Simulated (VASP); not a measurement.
Here is a VASP 6.6.1 calculation.

INCAR

```
  PREC = Accurate
  ENCUT = 520
  EDIFF = 1E-7
  ISMEAR = 0
  SIGMA = 0.05
  LREAL = Auto
  LASPH = True
  NELM = 60
  ALGO = Normal
  ISIF = 2
  LWAVE = False
  LCHARG = False
  GGA = PS
  NBANDS = 56
```

KPOINTS

```
Automatic mesh
0
Gamma
  5 5 3
```

Contents of POSCAR:

```
Al3GaN4
1.0
    0.0000000000     -4.4069948432      0.0000000000
    0.0000000000      0.0000000000     -4.4069948432
   14.8139896863      0.0000000000      0.0000000000
Al Ga N
6 2 8
Direct
    0.5000000000      1.0000000000      0.0364126194
    0.5000000000      1.0000000000      0.3339013403
    0.0000000000      0.5000000000      0.0364126194
    0.0000000000      0.5000000000      0.3339013403
    0.5000000000      0.5000000000      0.1851569799
    0.5000000000      0.5000000000      0.4826457008
    0.0000000000      1.0000000000      0.1851569799
    0.0000000000      1.0000000000      0.4826457008
    0.2552922824      0.7447077176      0.1092104053
    0.2552922824      0.7447077176      0.4066991262
    0.7447077176      0.2552922824      0.1092104053
    0.7447077176      0.2552922824      0.4066991262
    0.2552922824      0.2552922824      0.5585922753
    0.2552922824      0.2552922824      0.2611035544
    0.7447077176      0.7447077176      0.5585922753
    0.7447077176      0.7447077176      0.2611035544
```

Potentials or basis: VASP PAW PBE potentials, release 64 (Al, Ga_d, N).

Command:

```sh
$ cat potpaw_PBE.64/Al/POTCAR potpaw_PBE.64/Ga_d/POTCAR potpaw_PBE.64/N/POTCAR > POTCAR
$ mpirun -np 1 vasp_std > vasp.out
```

(1) Estimate the largest force.

(2) Predict the band gap on the k mesh.

(3) Estimate the pressure.

Answers

(1) 1.990 eV/Å.

(2) zero (band 42 reaches 1.56 eV, above the bottom of band 43 at 1.54 eV).

(3) -1.3 GPa.

Caveat: the PAW data sets were made with another functional, which shifts forces and pressure a little.
